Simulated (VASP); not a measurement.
# Ca (I4/mmm) in VASP: single point with PBE

Aim: the single point of Ca with PBE.

All numbers are computed with VASP 6.6.1; they aren't measurements. Logs are shortened: lines on timing, memory, paths and dates and some standing lists are left out, and cuts for length are marked.

### 1 The cell of the first run

The structure is tetragonal, space group I4/mmm (No. 139). Conventional cell: a = 3.952 Å, b = 3.952 Å, c = 5.812 Å, α = 90.00°, β = 90.00°, γ = 90.00°. Within 5.2 Å of Ca (site symmetry 4/mmm) lie 12 Ca at 3.95 to 4.03 Å.

### 2 Single point, PBE (strain +0.000 along x and y, +0.040 along z)

The input, INCAR:

```
PREC = Accurate
ENCUT = 520
EDIFF = 1E-7
ISMEAR = 0
SIGMA = 0.15
LREAL = False
LASPH = True
NELM = 80
ALGO = Fast
ISIF = 2
LWAVE = False
LCHARG = False
GGA = PE
NBANDS = 11
```

The input, KPOINTS:

```
regular mesh
0
Gamma
  14 14 14
```

The input, POSCAR:

```
Ca
1.0
    0.0000000000      2.7942000000      2.9059680000
    2.7942000000      0.0000000000      2.9059680000
    2.7942000000      2.7942000000      0.0000000000
Ca
1
Direct
    0.0000000000      0.0000000000      0.0000000000
```

Potentials or basis: VASP PAW PBE potentials, release 64 (Ca_sv).

Run with:

```console
$ cat potpaw_PBE.64/Ca_sv/POTCAR > POTCAR
$ mpirun -np 1 vasp_std > vasp.out
```

OUTCAR:

```text
PREC = Accurate
   ENCUT = 520
   EDIFF = 1E-7
   ISMEAR = 0
   LREAL = False
   LASPH = True
   NELM = 80
   ISIF = 2
   GGA = PE

 ion  position               nearest neighbor table
   1  0.000  0.000  0.000-

  LATTYP: Found a body centered tetragonal cell.
 ALAT       =     3.9515955360
 C/A-ratio  =     1.4707821049

  Lattice vectors:

 A1 = (  -2.7942000000,   0.0000000000,   2.9059680000)
 A2 = (   2.7942000000,   0.0000000000,   2.9059680000)
 A3 = (   0.0000000000,   2.7942000000,  -2.9059680000)

Analysis of symmetry for initial positions (statically):
=====================================================================
 Subroutine PRICEL returns:
 Original cell was already a primitive cell.

 Routine SETGRP: Setting up the symmetry group for a
 body centered tetragonal supercell.

 Subroutine GETGRP returns: Found 16 space group operations
 (whereof 16 operations were pure point group operations)
 out of a pool of 16 trial point group operations.

The static configuration has the point symmetry D_4h.

Analysis of symmetry for dynamics (positions and initial velocities):
=====================================================================
 Subroutine PRICEL returns:
 Original cell was already a primitive cell.

 Routine SETGRP: Setting up the symmetry group for a
 body centered tetragonal supercell.

 Subroutine GETGRP returns: Found 16 space group operations
 (whereof 16 operations were pure point group operations)
 out of a pool of 16 trial point group operations.

The dynamic configuration has the point symmetry D_4h.

 Subroutine INISYM returns: Found 16 space group operations
 (whereof 16 operations are pure point group operations),
 and found     1 'primitive' translations

----------------------------------------------------------------------------------------

                                     Primitive cell

  volume of cell :      45.3770

  direct lattice vectors                    reciprocal lattice vectors
     0.000000000  2.794200000  2.905968000    -0.178942094  0.178942094  0.172059706
     2.794200000  0.000000000  2.905968000     0.178942094 -0.178942094  0.172059706
     2.794200000  2.794200000  0.000000000     0.178942094  0.178942094 -0.172059706

  length of vectors
     4.031402195  4.031402195  3.951595536     0.306014850  0.306014850  0.306014850

  position of ions in fractional coordinates (direct lattice)
     0.000000000  0.000000000  0.000000000

  ion indices of the primitive-cell ions
   primitive index   ion index
                 1           1

----------------------------------------------------------------------------------------

 KPOINTS: regular mesh

Automatic generation of k-mesh.
 Grid dimensions read from file:
 generate k-points for:   14   14   14

 Generating k-lattice:

  Cartesian coordinates                     Fractional coordinates (reciprocal lattice)
    -0.012781578  0.012781578  0.012289979     0.071428571  0.000000000  0.000000000
     0.012781578 -0.012781578  0.012289979     0.000000000  0.071428571  0.000000000
     0.012781578  0.012781578 -0.012289979     0.000000000  0.000000000  0.071428571

  Length of vectors
     0.021858204  0.021858204  0.021858204

  Shift w.r.t. Gamma in fractional coordinates (k-lattice)
     0.000000000  0.000000000  0.000000000

 Subroutine IBZKPT returns following result:
 ===========================================

 Found    244 irreducible k-points:

 Following reciprocal coordinates:
            Coordinates               Weight
  0.000000  0.000000  0.000000      1.000000
  0.071429  0.000000  0.000000      8.000000
  0.142857 -0.000000  0.000000      8.000000
  0.214286  0.000000  0.000000      8.000000
  0.285714 -0.000000  0.000000      8.000000
  0.357143  0.000000  0.000000      8.000000
[... 16 lines left out ...]
  0.214286  0.142857  0.000000      8.000000
  0.285714  0.142857  0.000000      8.000000
 [... further k-points ...]
   k-points           NKPTS =    244   k-points in BZ     NKDIM =    244   number of bands    NBANDS=     11
   number of dos      NEDOS =    301   number of ions     NIONS =      1
   total plane-waves  NPLWV =  27000
   dimension x,y,z NGX =    30 NGY =   30 NGZ =   30
   dimension x,y,z NGXF=    60 NGYF=   60 NGZF=   60
   ions per type =               1
   NGX,Y,Z   is equivalent  to a cutoff of  12.37, 12.37, 12.62 a.u.
   NGXF,Y,Z  is equivalent  to a cutoff of  24.74, 24.74, 25.24 a.u.
 SYSTEM =  unknown system
   PREC   = accura    normal or accurate (medium, high low for compatibility)
   ISTART =      0    job   : 0-new  1-cont  2-samecut
   ICHARG =      2    charge: 1-file 2-atom 10-const
   ISPIN  =      1    spin polarized calculation?
   LNONCOLLINEAR =      F non collinear calculations
   LSORBIT =      F    spin-orbit coupling
   LASPH  =      T    aspherical Exc in radial PAW
   ENCUT  =  520.0 eV  38.22 Ry    6.18 a.u.   7.50  7.50  7.35*2*pi/ulx,y,z
   NELM   =     80;   NELMIN=  2; NELMDL= -5     # of ELM steps
   EDIFF  = 0.1E-06   stopping-criterion for ELM
   LREAL  =      F    real-space projection
   EDIFFG = 0.1E-05   stopping-criterion for IOM
   NSW    =      0    number of steps for IOM
   IBRION =     -1    ionic relax: 0-MD 1-quasi-New 2-CG
   NFREE  =      0    steps in history (QN), initial steepest desc. (CG)
   ISIF   =      2    stress and relaxation
   ISYM   =      2    0-nonsym 1-usesym 2-fastsym
   POTIM  = 0.5000    time-step for ionic-motion
   TEBEG  =    0.0;   TEEND  =   0.0 temperature during run
   PSTRESS=    0.0 pullay stress
   NELECT =      10.0000    total number of electrons
   NUPDOWN=      -1.0000    fix difference up-down
   EMIN   =  10.00;   EMAX   =-10.00  energy-range for DOS
   EFERMI =   0.00;   METHOD = LEGACY
   ISMEAR =     0;   SIGMA  =   0.15  broadening in eV -4-tet -1-fermi 0-gaus
   EFERMI_NEDOS =   21; number of points for ismear=-14 and -15
   IALGO  =     68    algorithm
   IMIX   =      4    mixing-type and parameters
     AMIX     =   0.40;   BMIX     =  1.00
     AMIX_MAG =   1.60;   BMIX_MAG =  1.00
  volume/ion in A,a.u.               =      45.38       306.22
  Fermi-wavevector in a.u.,A,eV,Ry     =   0.988848  1.868652 13.304055  0.977820
  Thomas-Fermi vector in A             =   2.120404
   LORBIT       =      0    0 simple, 1 ext, 2 COOP (PROOUT), +10 PAW based schemes
   GGA     = PE    functional components
   LHFCALC =     F    Hartree Fock is set to
   AEXX    =    0.0000 exact exchange contribution
   IVDW    =     0    specifies the selected vdW correction
   LEPSILON=     F    determine dielectric tensor
   LRPA    =     F    only Hartree local field effects (RPA)
 non-spin polarized calculation
 RMM-DIIS sequential band-by-band and
 Gauss-broadening in eV      SIGMA  =   0.15
  energy-cutoff  :      520.00
  volume of cell :       45.38
 maximum number of plane-waves:      1255
 NGX is ok and might be reduce to    30
   NGX = 15   NGY = 15   NGZ = 15

 number of electron      10.0000001 magnetization

 Free energy of the ion-electron system (eV)
  ---------------------------------------------------
  ext. energy  EPLUGINS =         0.00000000
  ---------------------------------------------------
  free energy    TOTEN  =        -1.92522874 eV

  energy without entropy =       -1.91028485  energy(sigma->0) =       -1.91775680

 E-fermi :   1.6806     XC(G=0):  -7.5148

 val. band max:        1.6789970556   @ k =  -0.4286   0.0714   0.0000
 cond. band min:       1.6833230265   @ k =  -0.2857   0.3571   0.2143
 fundamental gap:      0.0043259708
 Fermi energy:         1.6805666878

 k-point     1 :       0.0000    0.0000    0.0000
  band No.  band energies     occupation
      1     -40.5065      2.00000
      2     -21.4324      2.00000
      3     -21.4300      2.00000
      4     -21.4300      2.00000
      5      -2.2144      2.00000
      6       3.8100      0.00000
      7       3.9784      0.00000
      8       3.9784      0.00000
      9       4.7851      0.00000
     10       5.0016      0.00000
     11      10.5023      0.00000

 k-point     2 :       0.0714    0.0000    0.0000
  band No.  band energies     occupation
      1     -40.5061      2.00000
      2     -21.4363      2.00000
      3     -21.4323      2.00000
      4     -21.4306      2.00000
      5      -2.1321      2.00000
      6       3.7861      0.00000
      7       3.9444      0.00000
      8       4.0102      0.00000
      9       4.7633      0.00000
     10       4.9709      0.00000
     11      10.5877      0.00000

 k-point     3 :       0.1429   -0.0000    0.0000
  band No.  band energies     occupation
      1     -40.5047      2.00000
      2     -21.4508      2.00000
      3     -21.4350      2.00000
      4     -21.4322      2.00000
      5      -1.8887      2.00000
      6       3.5883      0.00000
      7       3.9663      0.00000
      8       4.0861      0.00000
      9       4.7337      0.00000
     10       4.9080      0.00000
     11      10.2626      0.00000

 k-point     4 :       0.2143    0.0000    0.0000
  band No.  band energies     occupation
      1     -40.5028      2.00000
      2     -21.4721      2.00000
      3     -21.4386      2.00000
      4     -21.4346      2.00000
      5      -1.4957      2.00000
      6       3.2540      0.00000
      7       3.9793      0.00000
      8       4.1396      0.00000
      9       4.7908      0.00000
     10       4.8997      0.00000
     11       9.1452      0.00000
[... 239 lines left out ...]
 k-point    22 :       0.1429    0.1429    0.0000
  band No.  band energies     occupation
      1     -40.5044      2.00000
      2     -21.4512      2.00000
      3     -21.4364      2.00000
      4     -21.4364      2.00000
      5      -1.8035      2.00000
      6       3.4586      0.00000
      7       4.1554      0.00000
      8       4.1554      0.00000
      9       4.3682      0.00000
     10       5.0949      0.00000
     11      10.9850      0.00000

 k-point    23 :       0.2143    0.1429    0.0000
  band No.  band energies     occupation
      1     -40.5030      2.00000
      2     -21.4638      2.00000
      3     -21.4399      2.00000
      4     -21.4396      2.00000
      5      -1.5255      2.00000
      6       3.2744      0.00000
      7       4.0519      0.00000
      8       4.2466      0.00000
      9       4.3808      0.00000
     10       5.1345      0.00000
     11      10.1535      0.00000

 k-point    24 :       0.2857    0.1429    0.0000
  band No.  band energies     occupation
      1     -40.5012      2.00000
      2     -21.4816      2.00000
      3     -21.4448      2.00000
      4     -21.4426      2.00000
      5      -1.1052      2.00000
      6       3.0247      0.00000
      7       3.7961      0.00000
      8       4.2933      0.00000
      9       4.6161      0.00000
     10       5.2119      0.00000
     11       8.9578      0.00000

 [... further k-points ...]

------------------------ aborting loop because EDIFF is reached ----------------------------------------

  FORCE on cell =-STRESS in cart. coord.  units (eV):
  Direction    XX          YY          ZZ          XY          YZ          ZX
  --------------------------------------------------------------------------------------
  -------------------------------------------------------------------------------------
  Total       -0.2823778     -0.2823778     -0.3819615      0.0000000      0.0000000     -0.0000000
  in kB       -9.9702352     -9.9702352    -13.4863470      0.0000000      0.0000000     -0.0000000
  external PRESSURE =     -11.1422725 kB  Pullay stress =       0.0000000 kB

 VOLUME and BASIS-vectors are now :
 -----------------------------------------------------------------------------
  energy-cutoff  :      520.00
  volume of cell :       45.38
      direct lattice vectors                 reciprocal lattice vectors
     0.000000000  2.794200000  2.905968000    -0.178942094  0.178942094  0.172059706
     2.794200000  0.000000000  2.905968000     0.178942094 -0.178942094  0.172059706
     2.794200000  2.794200000  0.000000000     0.178942094  0.178942094 -0.172059706

 POSITION                                       TOTAL-FORCE (eV/Angst)
 -----------------------------------------------------------------------------------
      0.00000      0.00000      0.00000        -0.000000      0.000000      0.000000
 -----------------------------------------------------------------------------------
    total drift:                               -0.000000     -0.000000      0.000000

  FREE ENERGIE OF THE ION-ELECTRON SYSTEM (eV)
  ---------------------------------------------------
  free  energy   TOTEN  =        -1.9252287363 eV

  energy  without entropy=       -1.9102848547  energy(sigma->0) =       -1.91775680
```

It took 69 s on 1 thread of Intel Xeon 6975P-C (Granite Rapids), shared host; peak memory 0.25 GiB.

What came out:

| Item | Value |
| --- | --- |
| Free energy | -1.9252 eV |
| Pressure | -1.1 GPa |
| Band gap on the k mesh | zero (band 5 reaches 1.90 eV, above the bottom of band 6 at 1.48 eV) |

Levels at points of the mesh, in eV from the Fermi level:
```
           k point  band 3  band 4  band 5  band 6  band 7  band 8
(0.00, 0.00, 0.00)  -23.11  -23.11   -3.89    2.13    2.30    2.30
(0.50, 0.00, 0.00)  -23.13  -23.12   -0.96   -0.20    2.04    2.24
(0.50, 0.50, 0.00)  -23.14  -23.14   -0.48    0.61    0.66    3.85
(0.50, 0.00, 0.50)  -23.16  -23.15   -0.35    0.59    0.97    3.82
```

Caveat: the cell differs from its parent crystal (strain +0.000 along x and y, +0.040 along z).
